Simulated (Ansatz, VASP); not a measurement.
**AlN: VASP beside Ansatz**

Contents of INCAR:

```
PREC     = Accurate       # precision mode
ENCUT    = 520            # plane-wave cutoff, eV
EDIFF    = 1E-7           # SCF threshold, eV
ISMEAR   = 0              # smearing method
SIGMA    = 0.05           # smearing width, eV
LREAL    = False          # projectors in reciprocal space
LASPH    = True           # aspherical terms in the spheres
NELM     = 80             # most SCF steps
ALGO     = Normal         # electronic algorithm
ISIF     = 2              # what is computed and relaxed
LWAVE    = False          # write WAVECAR
LCHARG   = False          # write CHGCAR
GGA      = PS             # functional
NBANDS   = 16             # bands
```

KPOINTS

```
Automatic mesh
0
Gamma
  9 9 6
```

File POSCAR:

```
AlN
1.0
    3.4774787974      0.0000000000      0.0000000000
   -1.7387393987      3.0115849796      0.0000000000
    0.0000000000      0.0000000000      4.0898628136
Al N
2 2
Direct
    0.3333333333      0.6666666667      0.7500000000
    0.6666666667      0.3333333333      0.2500000000
    0.3333333333      0.6666666667      0.2500000000
    0.6666666667      0.3333333333      0.7500000000
```

Input for Ansatz:

```yaml
crystal:
  lattice:
    - [3.4774787974, 0.0, 0.0]
    - [-1.7387393987, 3.0115849796, 0.0]
    - [0.0, 0.0, 4.0898628136]
  atoms:
    - { symbol: Al, position: [0.3333333333, 0.6666666667, 0.75] }
    - { symbol: Al, position: [0.6666666667, 0.3333333333, 0.25] }
    - { symbol: "N", position: [0.3333333333, 0.6666666667, 0.25] }
    - { symbol: "N", position: [0.6666666667, 0.3333333333, 0.75] }
basis:
  ecutwfc: 520.0
kpoints:
  mp_grid: { grid: [9, 9, 6] }
hamiltonian:
  xc: pbesol
  pseudopotentials: { kind: paw, azcp: { folder: soft_1 } }
scf:
  occupations: { method: gaussian, width: 0.05 }
output:
  forces: true
  stress: true
  eigenvalues: true
```

Alike in both runs: task single point; functional PBEsol; k mesh 9 × 9 × 6; occupations gaussian, width 0.05 eV; no spin polarisation.

|  | VASP | Ansatz |
| --- | --- | --- |
| version | VASP 6.6.1 | Ansatz 0.2.0 |
| potentials or method | VASP PAW PBE potentials, release 64 (Al, N), cutoff 520 eV | scalar-relativistic, plane waves, PAW |
| valence electrons in the cell | 16 | 16 |

Ansatz gave:

| Item | Value |
| --- | --- |
| gap on the k mesh at the Fermi level (eV) | 2.90 |
| least direct gap on the mesh (eV) | 2.90 |
| pressure (GPa) | -16.5 |
| traceless stress, the component that is largest in VASP (GPa) | 6.64 |

Task: Estimate VASP's values.

Result: gap on the k mesh at the Fermi level (eV): 2.91; least direct gap on the mesh (eV): 2.91; pressure (GPa): -16.5; traceless stress, the component that is largest in VASP (GPa): 6.71.

VASP's potentials were made for PBE, not for PBEsol, and Ansatz warns of the same on its side. The functional is the same, so the differences come from potentials, cutoffs and numerics.
